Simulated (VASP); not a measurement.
Si3N4: single point with r2SCAN

Crystal: Si3N4.

```
Si N
1.0
    -3.26349    3.26349    3.26349
     3.26349   -3.26349    3.26349
     3.26349    3.26349   -3.26349
Si N
6 8
Direct
  0.25000 0.12500 0.87500
  0.87500 0.25000 0.12500
  0.75000 0.37500 0.62500
  0.62500 0.75000 0.37500
  0.12500 0.87500 0.25000
  0.37500 0.62500 0.75000
  0.56511 0.56511 0.56511
  0.43489 0.50000 0.00000
  0.50000 0.00000 0.93489
  0.00000 0.43489 0.50000
  0.93489 0.50000 0.00000
  0.06511 0.06511 0.06511
  0.00000 0.93489 0.50000
  0.50000 0.00000 0.43489
```

| Item | Value |
| --- | --- |
| Program | VASP 6.6.1 |
| Task | single point |
| Functional | r2SCAN |
| Potentials or basis | VASP PAW PBE potentials, release 64 (Si, N) |
| Cutoff | 520 eV |
| k mesh | 6 × 6 × 6 |
| Occupations | fermi-dirac, width 0.02 eV |
| Spin | no spin polarisation |

- Pressure: -10.1 GPa
- Band gap on the k mesh: 4.58 eV (least direct gap 4.78 eV)

Levels at points of the mesh, in eV from the valence-band top:
```tsv
k point	band 30	band 31	band 32	band 33	band 34	band 35
(0.00, 0.00, 0.00)	-0.16	-0.16	-0.09	5.02	5.14	5.14
(0.50, 0.00, 0.00)	-1.27	-0.02	-0.02	5.49	5.49	6.42
(0.50, 0.50, 0.50)	-1.88	-1.21	-1.21	5.94	5.94	5.94
```

Run time: 4.6 min on 1 thread of Intel(R) Xeon(R) Platinum 8488C (Sapphire Rapids), with other jobs on the host, peak memory 0.31 GiB.

Caveat: the cell stands under tension; the PAW data sets were made with another functional, which shifts forces and pressure a little. r2SCAN opens gaps a little over a GGA but as a rule still falls short of measured ones.
